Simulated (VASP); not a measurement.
# NaH (Fm-3m) in VASP: notebook

The runs below take NaH through single point, with PBE.

Program: VASP 6.6.1. These are calculated values, not measurements. Logs are shortened: lines on timing, memory, paths and dates and some standing lists are left out, and cuts for length are marked.

### 1 The cell of the first run

Symmetry: Fm-3m, No. 225, cubic system. Conventional cell: a = 4.733 Å, b = 4.733 Å, c = 4.733 Å, α = 90.00°, β = 90.00°, γ = 90.00°. Within 3.1 Å of Na (site symmetry m-3m) lie 6 H at 2.37 Å. H (site symmetry m-3m) has 6 Na at 2.37 Å within 3.1 Å.

### 2 Single point, PBE (volume changed by -6%)

INCAR reads:

```
PREC = Accurate
ENCUT = 520
EDIFF = 1E-6
ISMEAR = 0
SIGMA = 0.01
LREAL = False
LASPH = True
NELM = 80
ALGO = Normal
ISIF = 2
LWAVE = False
LCHARG = False
GGA = PE
NBANDS = 11
```

KPOINTS reads:

```
Automatic mesh
0
Gamma
  8 8 8
```

POSCAR reads:

```
NaH
1.0
    0.0000000000      2.3667195551      2.3667195551
    2.3667195551      0.0000000000      2.3667195551
    2.3667195551      2.3667195551      0.0000000000
Na H
1 1
Direct
    0.0000000000      0.0000000000      0.0000000000
    0.5000000000      0.5000000000      0.5000000000
```

Potentials or basis: VASP PAW PBE potentials, release 64 (Na_pv, H).

Launch:

```
> cat potpaw_PBE.64/Na_pv/POTCAR potpaw_PBE.64/H/POTCAR > POTCAR
> mpirun -np 1 vasp_std > vasp.out
```

OUTCAR:

```text
PREC = Accurate
   ENCUT = 520
   EDIFF = 1E-6
   ISMEAR = 0
   LREAL = False
   LASPH = True
   NELM = 80
   ISIF = 2
   GGA = PE

 ion  position               nearest neighbor table
   1  0.000  0.000  0.000-
   2  0.500  0.500  0.500-

  LATTYP: Found a face centered cubic cell.
 ALAT       =     4.7334391102

  Lattice vectors:

 A1 = (   0.0000000000,   2.3667195551,   2.3667195551)
 A2 = (   2.3667195551,   0.0000000000,   2.3667195551)
 A3 = (   2.3667195551,   2.3667195551,   0.0000000000)

Analysis of symmetry for initial positions (statically):
=====================================================================
 Subroutine PRICEL returns:
 Original cell was already a primitive cell.

 Routine SETGRP: Setting up the symmetry group for a
 face centered cubic supercell.

 Subroutine GETGRP returns: Found 48 space group operations
 (whereof 48 operations were pure point group operations)
 out of a pool of 48 trial point group operations.

The static configuration has the point symmetry O_h .

Analysis of symmetry for dynamics (positions and initial velocities):
=====================================================================
 Subroutine PRICEL returns:
 Original cell was already a primitive cell.

 Routine SETGRP: Setting up the symmetry group for a
 face centered cubic supercell.

 Subroutine GETGRP returns: Found 48 space group operations
 (whereof 48 operations were pure point group operations)
 out of a pool of 48 trial point group operations.

The dynamic configuration has the point symmetry O_h .

 Subroutine INISYM returns: Found 48 space group operations
 (whereof 48 operations are pure point group operations),
 and found     1 'primitive' translations

----------------------------------------------------------------------------------------

                                     Primitive cell

  volume of cell :      26.5137

  direct lattice vectors                    reciprocal lattice vectors
     0.000000000  2.366719555  2.366719555    -0.211262884  0.211262884  0.211262884
     2.366719555  0.000000000  2.366719555     0.211262884 -0.211262884  0.211262884
     2.366719555  2.366719555  0.000000000     0.211262884  0.211262884 -0.211262884

  length of vectors
     3.347046893  3.347046893  3.347046893     0.365918050  0.365918050  0.365918050

  position of ions in fractional coordinates (direct lattice)
     0.000000000  0.000000000  0.000000000
     0.500000000  0.500000000  0.500000000

  ion indices of the primitive-cell ions
   primitive index   ion index
                 1           1
                 2           2

----------------------------------------------------------------------------------------

 KPOINTS: Automatic mesh

Automatic generation of k-mesh.
 Grid dimensions read from file:
 generate k-points for:    8    8    8

 Generating k-lattice:

  Cartesian coordinates                     Fractional coordinates (reciprocal lattice)
    -0.026407861  0.026407861  0.026407861     0.125000000  0.000000000  0.000000000
     0.026407861 -0.026407861  0.026407861     0.000000000  0.125000000  0.000000000
     0.026407861  0.026407861 -0.026407861     0.000000000  0.000000000  0.125000000

  Length of vectors
     0.045739756  0.045739756  0.045739756

  Shift w.r.t. Gamma in fractional coordinates (k-lattice)
     0.000000000  0.000000000  0.000000000

 Subroutine IBZKPT returns following result:
 ===========================================

 Found     29 irreducible k-points:

 Following reciprocal coordinates:
            Coordinates               Weight
  0.000000  0.000000  0.000000      1.000000
  0.125000  0.000000  0.000000      8.000000
  0.250000  0.000000  0.000000      8.000000
  0.375000  0.000000  0.000000      8.000000
  0.500000  0.000000  0.000000      4.000000
  0.125000  0.125000  0.000000      6.000000
[... 16 lines left out ...]
  0.500000  0.250000  0.125000     48.000000
 -0.375000  0.250000  0.125000     24.000000
 [... further k-points ...]
   k-points           NKPTS =     29   k-points in BZ     NKDIM =     29   number of bands    NBANDS=     11
   number of dos      NEDOS =    301   number of ions     NIONS =      2
   total plane-waves  NPLWV =  21952
   dimension x,y,z NGX =    28 NGY =   28 NGZ =   28
   dimension x,y,z NGXF=    56 NGYF=   56 NGZF=   56
   ions per type =               1   1
   NGX,Y,Z   is equivalent  to a cutoff of  13.91, 13.91, 13.91 a.u.
   NGXF,Y,Z  is equivalent  to a cutoff of  27.81, 27.81, 27.81 a.u.
 SYSTEM =  unknown system
   PREC   = accura    normal or accurate (medium, high low for compatibility)
   ISTART =      0    job   : 0-new  1-cont  2-samecut
   ICHARG =      2    charge: 1-file 2-atom 10-const
   ISPIN  =      1    spin polarized calculation?
   LNONCOLLINEAR =      F non collinear calculations
   LSORBIT =      F    spin-orbit coupling
   LASPH  =      T    aspherical Exc in radial PAW
   ENCUT  =  520.0 eV  38.22 Ry    6.18 a.u.   6.22  6.22  6.22*2*pi/ulx,y,z
   NELM   =     80;   NELMIN=  2; NELMDL= -5     # of ELM steps
   EDIFF  = 0.1E-05   stopping-criterion for ELM
   LREAL  =      F    real-space projection
   EDIFFG = 0.1E-04   stopping-criterion for IOM
   NSW    =      0    number of steps for IOM
   IBRION =     -1    ionic relax: 0-MD 1-quasi-New 2-CG
   NFREE  =      0    steps in history (QN), initial steepest desc. (CG)
   ISIF   =      2    stress and relaxation
   ISYM   =      2    0-nonsym 1-usesym 2-fastsym
   POTIM  = 0.5000    time-step for ionic-motion
   TEBEG  =    0.0;   TEEND  =   0.0 temperature during run
   PSTRESS=    0.0 pullay stress
   NELECT =       8.0000    total number of electrons
   NUPDOWN=      -1.0000    fix difference up-down
   EMIN   =  10.00;   EMAX   =-10.00  energy-range for DOS
   EFERMI =   0.00;   METHOD = LEGACY
   ISMEAR =     0;   SIGMA  =   0.01  broadening in eV -4-tet -1-fermi 0-gaus
   EFERMI_NEDOS =   21; number of points for ismear=-14 and -15
   IALGO  =     38    algorithm
   IMIX   =      4    mixing-type and parameters
     AMIX     =   0.40;   BMIX     =  1.00
     AMIX_MAG =   1.60;   BMIX_MAG =  1.00
  volume/ion in A,a.u.               =      13.26        89.46
  Fermi-wavevector in a.u.,A,eV,Ry     =   1.098031  2.074978 16.404172  1.205673
  Thomas-Fermi vector in A             =   2.234402
   LORBIT       =      0    0 simple, 1 ext, 2 COOP (PROOUT), +10 PAW based schemes
   GGA     = PE    functional components
   LHFCALC =     F    Hartree Fock is set to
   AEXX    =    0.0000 exact exchange contribution
   IVDW    =     0    specifies the selected vdW correction
   LEPSILON=     F    determine dielectric tensor
   LRPA    =     F    only Hartree local field effects (RPA)
 non-spin polarized calculation
 Gauss-broadening in eV      SIGMA  =   0.01
  energy-cutoff  :      520.00
  volume of cell :       26.51
 maximum number of plane-waves:       725
 NGX is ok and might be reduce to    28
   NGX = 13   NGY = 13   NGZ = 13

 number of electron       7.9999997 magnetization

 Free energy of the ion-electron system (eV)
  ---------------------------------------------------
  ext. energy  EPLUGINS =         0.00000000
  ---------------------------------------------------
  free energy    TOTEN  =        -5.07910182 eV

  energy without entropy =       -5.07910182  energy(sigma->0) =       -5.07910182

 E-fermi :  -0.8277     XC(G=0):  -7.9809

 val. band max:       -0.9090503238   @ k =  -0.2500   0.5000   0.2500
 cond. band min:       2.9564556282   @ k =   0.5000   0.0000   0.0000
 fundamental gap:      3.8655059520
 Fermi energy:        -0.8277001740

 k-point     1 :       0.0000    0.0000    0.0000
  band No.  band energies     occupation
      1     -22.9049      2.00000
      2     -22.9049      2.00000
      3     -22.9049      2.00000
      4      -4.7042      2.00000
      5      10.0685      0.00000
      6      15.1619      0.00000
      7      15.1619      0.00000
      8      15.1619      0.00000
      9      16.1766      0.00000
     10      16.1766      0.00000
     11      16.1766      0.00000

 k-point     2 :       0.1250    0.0000    0.0000
  band No.  band energies     occupation
      1     -22.9222      2.00000
      2     -22.9069      2.00000
      3     -22.9069      2.00000
      4      -4.4216      2.00000
      5       9.1024      0.00000
      6      12.5091      0.00000
      7      14.3641      0.00000
      8      14.3641      0.00000
      9      17.1204      0.00000
     10      17.1204      0.00000
     11      17.3222      0.00000

 k-point     3 :       0.2500    0.0000    0.0000
  band No.  band energies     occupation
      1     -22.9634      2.00000
      2     -22.9118      2.00000
      3     -22.9118      2.00000
      4      -3.6196      2.00000
      5       6.6096      0.00000
      6      11.0511      0.00000
      7      13.5401      0.00000
      8      13.5402      0.00000
      9      17.1399      0.00000
     10      17.1399      0.00000
     11      18.6238      0.00000

 k-point     4 :       0.3750    0.0000    0.0000
  band No.  band energies     occupation
      1     -23.0039      2.00000
      2     -22.9166      2.00000
      3     -22.9166      2.00000
      4      -2.4956      2.00000
      5       4.1319      0.00000
      6      10.4717      0.00000
      7      13.0347      0.00000
      8      13.0347      0.00000
      9      16.4244      0.00000
     10      16.4244      0.00000
     11      18.9393      0.00000

 k-point     5 :       0.5000    0.0000    0.0000
  band No.  band energies     occupation
      1     -23.0206      2.00000
      2     -22.9186      2.00000
      3     -22.9186      2.00000
      4      -1.7949      2.00000
      5       2.9565      0.00000
      6      10.3080      0.00000
      7      12.8650      0.00000
      8      12.8650      0.00000
      9      16.1454      0.00000
     10      16.1454      0.00000
     11      18.7956      0.00000
[... 211 lines left out ...]
 k-point    21 :       0.5000    0.5000    0.0000
  band No.  band energies     occupation
      1     -23.0076      2.00000
      2     -22.9437      2.00000
      3     -22.9437      2.00000
      4      -1.1006      2.00000
      5       3.8544      0.00000
      6       9.3565      0.00000
      7      10.1567      0.00000
      8      10.1567      0.00000
      9      11.5154      0.00000
     10      23.8306      0.00000
     11      25.5503      0.00000

 k-point    22 :       0.3750    0.2500    0.1250
  band No.  band energies     occupation
      1     -22.9726      2.00000
      2     -22.9318      2.00000
      3     -22.9183      2.00000
      4      -2.9757      2.00000
      5       6.2379      0.00000
      6       8.5927      0.00000
      7      11.7824      0.00000
      8      14.6848      0.00000
      9      15.1565      0.00000
     10      17.8168      0.00000
     11      20.5346      0.00000

 k-point    23 :       0.5000    0.2500    0.1250
  band No.  band energies     occupation
      1     -22.9937      2.00000
      2     -22.9435      2.00000
      3     -22.9244      2.00000
      4      -1.9858      2.00000
      5       4.6675      0.00000
      6       7.4154      0.00000
      7      10.8896      0.00000
      8      14.6804      0.00000
      9      15.9629      0.00000
     10      18.0771      0.00000
     11      20.3164      0.00000

 k-point    24 :      -0.3750    0.2500    0.1250
  band No.  band energies     occupation
      1     -23.0027      2.00000
      2     -22.9472      2.00000
      3     -22.9278      2.00000
      4      -1.4094      2.00000
      5       3.7711      0.00000
      6       7.1554      0.00000
      7      10.5240      0.00000
      8      14.6245      0.00000
      9      15.8282      0.00000
     10      19.1816      0.00000
     11      21.3669      0.00000

 [... further k-points ...]
[... 5 lines left out ...]
  --------------------------------------------------------------------------------------
  -------------------------------------------------------------------------------------
  Total        0.2622070      0.2622070      0.2622070      0.0000000      0.0000000      0.0000000
  in kB       15.8447145     15.8447145     15.8447145      0.0000000      0.0000000      0.0000000
  external PRESSURE =      15.8447145 kB  Pullay stress =       0.0000000 kB

 VOLUME and BASIS-vectors are now :
 -----------------------------------------------------------------------------
  energy-cutoff  :      520.00
  volume of cell :       26.51
      direct lattice vectors                 reciprocal lattice vectors
     0.000000000  2.366719555  2.366719555    -0.211262884  0.211262884  0.211262884
     2.366719555  0.000000000  2.366719555     0.211262884 -0.211262884  0.211262884
     2.366719555  2.366719555  0.000000000     0.211262884  0.211262884 -0.211262884

 POSITION                                       TOTAL-FORCE (eV/Angst)
 -----------------------------------------------------------------------------------
      0.00000      0.00000      0.00000         0.000000      0.000000      0.000000
      2.36672      2.36672      2.36672         0.000000      0.000000     -0.000000
 -----------------------------------------------------------------------------------
    total drift:                               -0.000000     -0.000000     -0.000000

  FREE ENERGIE OF THE ION-ELECTRON SYSTEM (eV)
  ---------------------------------------------------
  free  energy   TOTEN  =        -5.0791018232 eV

  energy  without entropy=       -5.0791018232  energy(sigma->0) =       -5.07910182
```

Run time: 4.3 s. Hardware: 1 thread of Intel Xeon 6975P-C (Granite Rapids), shared host; peak memory 0.14 GiB.

Results:

| Property | Result |
| --- | --- |
| Free energy | -5.0791 eV |
| Pressure | 1.6 GPa |
| Band gap on the k mesh | 3.87 eV, indirect (least direct gap 4.75 eV) |

Levels at points of the mesh, in eV from the valence-band top:
```csv
k point,band 1,band 2,band 3,band 4,band 5,band 6,band 7,band 8,band 9
"(0.00, 0.00, 0.00)",-22.00,-22.00,-22.00,-3.80,10.98,16.07,16.07,16.07,17.09
"(0.50, 0.00, 0.00)",-22.11,-22.01,-22.01,-0.89,3.87,11.22,13.77,13.77,17.05
"(0.50, 0.50, 0.00)",-22.10,-22.03,-22.03,-0.19,4.76,10.27,11.07,11.07,12.42
```

Caveat: the cell differs from its parent crystal (volume changed by -6%). A k mesh can miss the band edges.

### 3 Single point, PBE

This run uses another cell than the first one, of 14.10 Å³/atom, 1.064 times its volume.

INCAR reads:

```
PREC = Accurate
ENCUT = 520
EDIFF = 1E-6
ISMEAR = 0
SIGMA = 0.01
LREAL = F
LASPH = T
NELM = 80
ALGO = Normal
ISIF = 2
LWAVE = F
LCHARG = F
GGA = PE
NBANDS = 11
```

KPOINTS is that of step 2.

POSCAR reads:

```
NaH
1.0
    0.0000000000      2.4160403400      2.4160403400
    2.4160403400      0.0000000000      2.4160403400
    2.4160403400      2.4160403400      0.0000000000
Na H
1 1
Direct
    0.0000000000      0.0000000000      0.0000000000
    0.5000000000      0.5000000000      0.5000000000
```

Potentials or basis: VASP PAW PBE potentials, release 64 (Na_pv, H).

Launch:

```
> cat potpaw_PBE.64/Na_pv/POTCAR potpaw_PBE.64/H/POTCAR > POTCAR
> mpirun -np 1 vasp_std > vasp.out
```

Wall time 4.3 s (1 thread of Intel Xeon 6975P-C (Granite Rapids), shared host); peak memory 0.14 GiB.

The run converged. Its results:

```
Free energy            : -5.0876 eV
Pressure               : 0.0 GPa
Band gap on the k mesh : 3.76 eV, indirect (least direct gap 4.62 eV)
```

Levels at points of the mesh, in eV from the valence-band top:
```tsv
k point	band 1	band 2	band 3	band 4	band 5	band 6	band 7	band 8	band 9
(0.00, 0.00, 0.00)	-22.10	-22.10	-22.10	-3.62	10.42	15.60	15.60	15.60	16.46
(0.50, 0.00, 0.00)	-22.20	-22.11	-22.11	-0.86	3.76	10.78	13.39	13.39	16.37
(0.50, 0.50, 0.00)	-22.19	-22.13	-22.13	-0.18	4.64	10.03	10.67	10.67	11.77
```
